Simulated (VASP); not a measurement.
# TlBr (Pm-3m) in VASP: further runs

Aim: see how the results for TlBr move with the level of theory and the settings. Levels: PBE+D4, r2SCAN+rVV10, r2SCAN, PBE+D3(BJ). Tasks: single point, relaxation of cell and atoms.

Everything below comes from runs of VASP 6.6.1. Logs are shortened: lines on timing, memory, paths and dates and some standing lists are left out, and cuts for length are marked.

## (1) The cell of the first run

The structure is cubic, space group Pm-3m (No. 221). The conventional cell has a = 4.130 Å, b = 4.130 Å, c = 4.130 Å, α = 90.00°, β = 90.00°, γ = 90.00°. Tl (site symmetry m-3m) has 8 Br at 3.58 Å and 6 Tl at 4.13 Å within 4.7 Å. Br (site symmetry m-3m) has 8 Tl at 3.58 Å and 6 Br at 4.13 Å within 4.7 Å.

## (2) Single point, PBE+D4

File INCAR:

```
PREC = Accurate ; ENCUT = 500
EDIFF = 1E-6 ; ISMEAR = -1
SIGMA = 0.02 ; LREAL = F
LASPH = T ; NELM = 120
ALGO = Normal ; ISIF = 2
LWAVE = F ; LCHARG = F
GGA = PE ; IVDW = 13
NBANDS = 17 ; GGA_COMPAT = F
```

File KPOINTS:

```
Automatic mesh
0
Gamma
  6 6 6
```

File POSCAR:

```
TlBr
1.0
    4.1295858500      0.0000000000      0.0000000000
    0.0000000000      4.1295858500      0.0000000000
    0.0000000000      0.0000000000      4.1295858500
Tl Br
1 1
Direct
    0.0000000000      0.0000000000      0.0000000000
    0.5000000000      0.5000000000      0.5000000000
```

Potentials or basis: VASP PAW PBE potentials, release 64 (Tl_d, Br).

Started as:

```
$ cat potpaw_PBE.64/Tl_d/POTCAR potpaw_PBE.64/Br/POTCAR > POTCAR
$ mpirun -np 1 vasp_std > vasp.out
```

OUTCAR:

```text
PREC = Accurate
   ENCUT = 500
   EDIFF = 1E-6
   ISMEAR = -1
   LREAL = F
   LASPH = T
   NELM = 120
   ISIF = 2
   GGA = PE
   IVDW = 13

 ion  position               nearest neighbor table
   1  0.000  0.000  0.000-
   2  0.500  0.500  0.500-

  LATTYP: Found a simple cubic cell.
 ALAT       =     4.1295858500

  Lattice vectors:

 A1 = (   4.1295858500,   0.0000000000,   0.0000000000)
 A2 = (   0.0000000000,   4.1295858500,   0.0000000000)
 A3 = (   0.0000000000,   0.0000000000,   4.1295858500)

Analysis of symmetry for initial positions (statically):
=====================================================================
 Subroutine PRICEL returns:
 Original cell was already a primitive cell.

 Routine SETGRP: Setting up the symmetry group for a
 simple cubic supercell.

 Subroutine GETGRP returns: Found 48 space group operations
 (whereof 48 operations were pure point group operations)
 out of a pool of 48 trial point group operations.

The static configuration has the point symmetry O_h .

Analysis of symmetry for dynamics (positions and initial velocities):
=====================================================================
 Subroutine PRICEL returns:
 Original cell was already a primitive cell.

 Routine SETGRP: Setting up the symmetry group for a
 simple cubic supercell.

 Subroutine GETGRP returns: Found 48 space group operations
 (whereof 48 operations were pure point group operations)
 out of a pool of 48 trial point group operations.

The dynamic configuration has the point symmetry O_h .

 Subroutine INISYM returns: Found 48 space group operations
 (whereof 48 operations are pure point group operations),
 and found     1 'primitive' translations

----------------------------------------------------------------------------------------

                                     Primitive cell

  volume of cell :      70.4238

  direct lattice vectors                    reciprocal lattice vectors
     4.129585850  0.000000000  0.000000000     0.242155034  0.000000000  0.000000000
     0.000000000  4.129585850  0.000000000     0.000000000  0.242155034  0.000000000
     0.000000000  0.000000000  4.129585850     0.000000000  0.000000000  0.242155034

  length of vectors
     4.129585850  4.129585850  4.129585850     0.242155034  0.242155034  0.242155034

  position of ions in fractional coordinates (direct lattice)
     0.000000000  0.000000000  0.000000000
     0.500000000  0.500000000  0.500000000

  ion indices of the primitive-cell ions
   primitive index   ion index
                 1           1
                 2           2

----------------------------------------------------------------------------------------

 KPOINTS: Automatic mesh

Automatic generation of k-mesh.
 Grid dimensions read from file:
 generate k-points for:    6    6    6

 Generating k-lattice:

  Cartesian coordinates                     Fractional coordinates (reciprocal lattice)
     0.040359172  0.000000000  0.000000000     0.166666667  0.000000000  0.000000000
     0.000000000  0.040359172  0.000000000     0.000000000  0.166666667  0.000000000
     0.000000000  0.000000000  0.040359172     0.000000000  0.000000000  0.166666667

  Length of vectors
     0.040359172  0.040359172  0.040359172

  Shift w.r.t. Gamma in fractional coordinates (k-lattice)
     0.000000000  0.000000000  0.000000000

 Subroutine IBZKPT returns following result:
 ===========================================

 Found     20 irreducible k-points:

 Following reciprocal coordinates:
            Coordinates               Weight
  0.000000  0.000000  0.000000      1.000000
  0.166667  0.000000  0.000000      6.000000
  0.333333  0.000000  0.000000      6.000000
  0.500000  0.000000  0.000000      3.000000
  0.166667  0.166667  0.000000     12.000000
  0.333333  0.166667  0.000000     24.000000
[... 12 lines left out ...]
  0.500000  0.500000  0.333333      6.000000
  0.500000  0.500000  0.500000      1.000000
   k-points           NKPTS =     20   k-points in BZ     NKDIM =     20   number of bands    NBANDS=     17
   number of dos      NEDOS =    301   number of ions     NIONS =      2
   total plane-waves  NPLWV =  27000
   dimension x,y,z NGX =    30 NGY =   30 NGZ =   30
   dimension x,y,z NGXF=    60 NGYF=   60 NGZF=   60
   ions per type =               1   1
   NGX,Y,Z   is equivalent  to a cutoff of  12.08, 12.08, 12.08 a.u.
   NGXF,Y,Z  is equivalent  to a cutoff of  24.15, 24.15, 24.15 a.u.
 SYSTEM =  unknown system
   PREC   = accura    normal or accurate (medium, high low for compatibility)
   ISTART =      0    job   : 0-new  1-cont  2-samecut
   ICHARG =      2    charge: 1-file 2-atom 10-const
   ISPIN  =      1    spin polarized calculation?
   LNONCOLLINEAR =      F non collinear calculations
   LSORBIT =      F    spin-orbit coupling
   LASPH  =      T    aspherical Exc in radial PAW
   ENCUT  =  500.0 eV  36.75 Ry    6.06 a.u.   7.53  7.53  7.53*2*pi/ulx,y,z
   NELM   =    120;   NELMIN=  2; NELMDL= -5     # of ELM steps
   EDIFF  = 0.1E-05   stopping-criterion for ELM
   LREAL  =      F    real-space projection
   EDIFFG = 0.1E-04   stopping-criterion for IOM
   NSW    =      0    number of steps for IOM
   IBRION =     -1    ionic relax: 0-MD 1-quasi-New 2-CG
   NFREE  =      0    steps in history (QN), initial steepest desc. (CG)
   ISIF   =      2    stress and relaxation
   ISYM   =      2    0-nonsym 1-usesym 2-fastsym
   POTIM  = 0.5000    time-step for ionic-motion
   TEBEG  =    0.0;   TEEND  =   0.0 temperature during run
   PSTRESS=    0.0 pullay stress
   NELECT =      20.0000    total number of electrons
   NUPDOWN=      -1.0000    fix difference up-down
   EMIN   =  10.00;   EMAX   =-10.00  energy-range for DOS
   EFERMI =   0.00;   METHOD = LEGACY
   ISMEAR =    -1;   SIGMA  =   0.02  broadening in eV -4-tet -1-fermi 0-gaus
   EFERMI_NEDOS =   21; number of points for ismear=-14 and -15
   IALGO  =     38    algorithm
   IMIX   =      4    mixing-type and parameters
     AMIX     =   0.40;   BMIX     =  1.00
     AMIX_MAG =   1.60;   BMIX_MAG =  1.00
  volume/ion in A,a.u.               =      35.21       237.62
  Fermi-wavevector in a.u.,A,eV,Ry     =   1.076081  2.033498 15.754873  1.157950
  Thomas-Fermi vector in A             =   2.211956
   LORBIT       =      0    0 simple, 1 ext, 2 COOP (PROOUT), +10 PAW based schemes
   GGA     = PE    functional components
   LHFCALC =     F    Hartree Fock is set to
   AEXX    =    0.0000 exact exchange contribution
   IVDW    =    13    specifies the selected vdW correction
   LEPSILON=     F    determine dielectric tensor
   LRPA    =     F    only Hartree local field effects (RPA)
 non-spin polarized calculation
  energy-cutoff  :      500.00
  volume of cell :       70.42
 maximum number of plane-waves:      1804
   NGX = 15   NGY = 15   NGZ = 15

 number of electron      19.9999995 magnetization

 Free energy of the ion-electron system (eV)
  ---------------------------------------------------
  ext. energy  EPLUGINS =         0.00000000
  ---------------------------------------------------
  free energy    TOTEN  =        -5.53324699 eV

  energy without entropy =       -5.53324699  energy(sigma->0) =       -5.53324699

 E-fermi :   1.6853     XC(G=0):  -8.4531

 val. band max:        1.2737833267   @ k =   0.5000   0.0000   0.0000
 cond. band min:       3.3978032391   @ k =   0.5000   0.0000   0.0000
 fundamental gap:      2.1240199123
 Fermi energy:         1.6853338334

 k-point     1 :       0.0000    0.0000    0.0000
  band No.  band energies     occupation
      1     -11.8608      2.00000
      2      -8.6602      2.00000
      3      -8.6602      2.00000
      4      -8.5328      2.00000
      5      -8.5328      2.00000
      6      -8.5328      2.00000
[... 9 lines left out ...]
     16      11.4704      0.00000
     17      14.5427      0.00000

 k-point     2 :       0.1667    0.0000    0.0000
  band No.  band energies     occupation
      1     -11.8216      2.00000
      2      -8.6586      2.00000
      3      -8.6364      2.00000
      4      -8.5427      2.00000
      5      -8.5427      2.00000
      6      -8.5319      2.00000
[... 9 lines left out ...]
     16      12.8219      0.00000
     17      14.2164      0.00000

 k-point     3 :       0.3333    0.0000    0.0000
  band No.  band energies     occupation
      1     -11.7406      2.00000
      2      -8.6555      2.00000
      3      -8.5895      2.00000
      4      -8.5623      2.00000
      5      -8.5623      2.00000
      6      -8.5301      2.00000
[... 9 lines left out ...]
     16      12.4188      0.00000
     17      14.5033      0.00000

 k-point     4 :       0.5000    0.0000    0.0000
  band No.  band energies     occupation
      1     -11.6987      2.00000
      2      -8.6539      2.00000
      3      -8.5720      2.00000
      4      -8.5720      2.00000
      5      -8.5666      2.00000
      6      -8.5293      2.00000
[... 9 lines left out ...]
     16      13.7221      0.00000
     17      14.7484      0.00000
[... 263 lines left out ...]
      1     -11.5493      2.00000
      2      -8.6065      2.00000
      3      -8.5921      2.00000
      4      -8.5735      2.00000
      5      -8.5393      2.00000
      6      -8.5137      2.00000
[... 9 lines left out ...]
     16      12.6979      0.00000
     17      16.5176      0.00000

 k-point    19 :       0.5000    0.5000    0.3333
  band No.  band energies     occupation
      1     -11.5192      2.00000
      2      -8.6046      2.00000
      3      -8.6046      2.00000
      4      -8.5981      2.00000
      5      -8.5261      2.00000
      6      -8.4993      2.00000
[... 9 lines left out ...]
     16      13.0917      0.00000
     17      16.6354      0.00000

 k-point    20 :       0.5000    0.5000    0.5000
  band No.  band energies     occupation
      1     -11.4856      2.00000
      2      -8.6184      2.00000
      3      -8.6184      2.00000
      4      -8.6184      2.00000
      5      -8.4987      2.00000
      6      -8.4987      2.00000
[... 9 lines left out ...]
     16      13.4738      0.00000
     17      16.6905      0.00000

------------------------ aborting loop because EDIFF is reached ----------------------------------------

  DFT-D4 for vdW energy calculation

  Edisp (eV):   -0.80580

  FORCE on cell =-STRESS in cart. coord.  units (eV):
  Direction    XX          YY          ZZ          XY          YZ          ZX
  --------------------------------------------------------------------------------------
  -------------------------------------------------------------------------------------
  Total      -0.00089    -0.00089    -0.00089    -0.00000     0.00000     0.00000
  in kB      -0.02018    -0.02018    -0.02018    -0.00000     0.00000     0.00000
  external pressure =       -0.02 kB  Pullay stress =        0.00 kB

 VOLUME and BASIS-vectors are now :
 -----------------------------------------------------------------------------
  energy-cutoff  :      500.00
  volume of cell :       70.42
      direct lattice vectors                 reciprocal lattice vectors
     4.129585850  0.000000000  0.000000000     0.242155034  0.000000000  0.000000000
     0.000000000  4.129585850  0.000000000     0.000000000  0.242155034  0.000000000
     0.000000000  0.000000000  4.129585850     0.000000000  0.000000000  0.242155034

 POSITION                                       TOTAL-FORCE (eV/Angst)
 -----------------------------------------------------------------------------------
      0.00000      0.00000      0.00000         0.000000      0.000000      0.000000
      2.06479      2.06479      2.06479         0.000000      0.000000      0.000000
 -----------------------------------------------------------------------------------
    total drift:                                0.000000     -0.000000     -0.000000

  FREE ENERGIE OF THE ION-ELECTRON SYSTEM (eV)
  ---------------------------------------------------
  free  energy   TOTEN  =        -6.3390431782 eV

  energy  without entropy=       -6.3390431782  energy(sigma->0) =       -6.33904318
```

Wall time 7.7 s (1 thread of Intel Xeon 6975P-C (Granite Rapids), shared host); peak memory 0.17 GiB.

Results:

- Free energy: -6.3390 eV
- Pressure: 0.0 GPa
- Band gap on the k mesh: 2.12 eV, direct
- Dispersion energy per atom: -0.403 eV

Caveat: spin-orbit coupling is left out, which moves the levels of the heavy elements.

## (3) Single point, r2SCAN+rVV10

This run uses another cell than the first one, of 30.73 Å³/atom, 0.873 times its volume.

File POSCAR:

```
TlBr
1.0
    3.9461936984      0.0000000000      0.0000000000
    0.0000000000      3.9461936984      0.0000000000
    0.0000000000      0.0000000000      3.9461936984
Tl Br
1 1
Direct
    0.0000000000      0.0000000000      0.0000000000
    0.5000000000      0.5000000000      0.5000000000
```

File INCAR.step1:

```
  ALGO = Normal
  EDIFF = 1E-5
  ENCUT = 550
  GGA = PE
  GGA_COMPAT = False
  ISMEAR = -1
  LASPH = True
  LCHARG = False
  LREAL = False
  LWAVE = True
  NBANDS = 17
  NELM = 120
  PREC = Accurate
  SIGMA = 0.02
```

File INCAR.step2:

```
  ALGO = Normal
  BPARAM = 11.95
  CPARAM = 0.0093
  EDIFF = 1E-6
  ENCUT = 550
  GGA_COMPAT = False
  ISIF = 2
  ISMEAR = -1
  ISTART = 1
  IVDW_NL = 2
  LASPH = True
  LCHARG = False
  LMIXTAU = True
  LREAL = False
  LUSE_VDW = True
  LWAVE = False
  METAGGA = R2SCAN
  NBANDS = 17
  NELM = 120
  PREC = Accurate
  SIGMA = 0.02
```

File KPOINTS:

```
k-points
0
Gamma
  6 6 6
```

Potentials or basis: VASP PAW PBE potentials, release 64 (Tl_d, Br).

Started as:

```
$ cat potpaw_PBE.64/Tl_d/POTCAR potpaw_PBE.64/Br/POTCAR > POTCAR
$ cp INCAR.step1 INCAR
$ mpirun -np 1 vasp_std > vasp.out
$ cp INCAR.step2 INCAR
$ mpirun -np 1 vasp_std > vasp.out
```

Wall time 38 s (1 thread of Intel Xeon 6975P-C (Granite Rapids), shared host); peak memory 0.29 GiB.

It converged, with:

```yaml
Free_energy: -67.7974 eV
Pressure: 0.1 GPa
Band_gap_on_the_k_mesh: 2.18 eV, direct
```

Levels at points of the mesh, in eV from the valence-band top:
```csv
k point,band 8,band 9,band 10,band 11,band 12,band 13
"(0.00, 0.00, 0.00)",-1.49,-1.49,-1.49,7.41,7.41,7.80
"(0.50, 0.00, 0.00)",-0.97,-0.97,0.00,2.18,6.19,6.19
"(0.50, 0.50, 0.00)",-3.19,-3.19,-0.89,5.26,5.26,7.94
"(0.50, 0.50, 0.50)",-2.15,-2.15,-2.15,2.36,2.36,2.36
```

Caveat: the PAW data sets were made with another functional, which shifts forces and pressure a little; spin-orbit coupling is left out, which moves the levels of the heavy elements.

## (4) Single point, r2SCAN

This run uses another cell than the first one, of 30.73 Å³/atom, 0.873 times its volume.

POSCAR is that of step 3.

File INCAR.step1:

```
SYSTEM = TlBr
ALGO = Normal
EDIFF = 1E-5
ENCUT = 550
GGA = PE
GGA_COMPAT = .False.
ISMEAR = 0
LASPH = .True.
LCHARG = .False.
LREAL = .False.
LWAVE = .True.
NBANDS = 17
NELM = 120
PREC = Accurate
SIGMA = 0.01
```

File INCAR.step2:

```
SYSTEM = TlBr
ALGO = Normal
EDIFF = 1E-6
ENCUT = 550
GGA_COMPAT = .False.
ISIF = 2
ISMEAR = 0
ISTART = 1
LASPH = .True.
LCHARG = .False.
LMIXTAU = .True.
LREAL = .False.
LWAVE = .False.
METAGGA = R2SCAN
NBANDS = 17
NELM = 120
PREC = Accurate
SIGMA = 0.01
```

File KPOINTS:

```
k-points
0
Gamma
  6 6 6
  0 0 0
```

Started as:

```
$ cat potpaw_PBE.64/Tl_d/POTCAR potpaw_PBE.64/Br/POTCAR > POTCAR
$ cp INCAR.step1 INCAR
$ mpirun -np 1 vasp_std > vasp.out
$ cp INCAR.step2 INCAR
$ mpirun -np 1 vasp_std > vasp.out
```

Wall time 32 s (1 thread of Intel Xeon 6975P-C (Granite Rapids), shared host); peak memory 0.18 GiB.

The run converged. Its results:

| Property | Result |
| --- | --- |
| Free energy | -68.3735 eV |
| Pressure | 1.0 GPa |
| Band gap on the k mesh | 2.24 eV, direct |

Levels at points of the mesh, in eV from the valence-band top:
| k point | band 7 | band 8 | band 9 | band 10 | band 11 | band 12 | band 13 | band 14 |
| --- | --- | --- | --- | --- | --- | --- | --- | --- |
| (0.00, 0.00, 0.00) | -4.66 | -1.48 | -1.48 | -1.48 | 7.48 | 7.48 | 7.82 | 7.82 |
| (0.50, 0.00, 0.00) | -5.76 | -0.96 | -0.96 | 0.00 | 2.24 | 6.22 | 6.22 | 8.49 |
| (0.50, 0.50, 0.00) | -3.78 | -3.16 | -3.16 | -0.88 | 5.30 | 5.30 | 7.96 | 8.33 |
| (0.50, 0.50, 0.50) | -2.73 | -2.13 | -2.13 | -2.13 | 2.41 | 2.41 | 2.41 | 13.90 |

Caveat: the PAW data sets were made with another functional, which shifts forces and pressure a little; spin-orbit coupling is left out, which moves the levels of the heavy elements. A k mesh can miss the band edges.

## (5) Relaxation of cell and atoms, PBE+D3(BJ)

This run uses another cell than the first one, of 31.52 Å³/atom, 0.895 times its volume.

File INCAR:

```
SYSTEM = TlBr
  PREC = Accurate
  ENCUT = 500
  EDIFF = 1E-7
  ISMEAR = -1
  SIGMA = 0.02
  LREAL = .FALSE.
  LASPH = .TRUE.
  NELM = 120
  ALGO = Normal
  ISIF = 3
  LWAVE = .FALSE.
  LCHARG = .FALSE.
  GGA = PE
  IVDW = 12
  IBRION = 2
  NSW = 80
  EDIFFG = -0.005
  GGA_COMPAT = .FALSE.
  NELMIN = 4
```

File KPOINTS:

```
regular mesh
0
G
  6 6 6
  0 0 0
```

File POSCAR:

```
TlBr
1.0
    3.9800000000      0.0000000000      0.0000000000
    0.0000000000      3.9800000000      0.0000000000
    0.0000000000      0.0000000000      3.9800000000
Tl Br
1 1
Direct
    0.0000000000      0.0000000000      0.0000000000
    0.5000000000      0.5000000000      0.5000000000
```

Started as:

```
$ cat potpaw_PBE.64/Tl_d/POTCAR potpaw_PBE.64/Br/POTCAR > POTCAR
$ mpirun -np 1 vasp_std > vasp.out
```

It took 6.7 s on 1 thread of Intel Xeon 6975P-C (Granite Rapids), shared host; peak memory 0.18 GiB.

It converged, with:

```
Free energy                : -6.0801 eV
Pressure after relaxing    : 0.0 GPa
Band gap on the k mesh     : 1.86 eV, direct
Dispersion energy per atom : -0.274 eV
```

Final structure:
```
Tl Br
1.0
     3.98000    0.00000    0.00000
     0.00000    3.98000    0.00000
     0.00000    0.00000    3.98000
Tl Br
1 1
Direct
  0.00000 0.00000 0.00000
  0.50000 0.50000 0.50000
```

Levels at points of the mesh, in eV from the valence-band top:
```
           k point  band 7  band 8  band 9  band 10  band 11  band 12  band 13  band 14
(0.00, 0.00, 0.00)   -4.65   -1.30   -1.30    -1.30     7.02     7.02     7.23     7.23
(0.50, 0.00, 0.00)   -5.54   -0.80   -0.80     0.00     1.86     5.77     5.77     8.01
(0.50, 0.50, 0.00)   -3.75   -2.93   -2.93    -0.72     4.87     4.87     7.39     7.70
(0.50, 0.50, 0.50)   -2.75   -1.92   -1.92    -1.92     2.15     2.15     2.15    12.82
```

Caveat: the relaxation stopped at its first step, so nothing moved; spin-orbit coupling is left out, which moves the levels of the heavy elements.

[end of part 1 of 2]
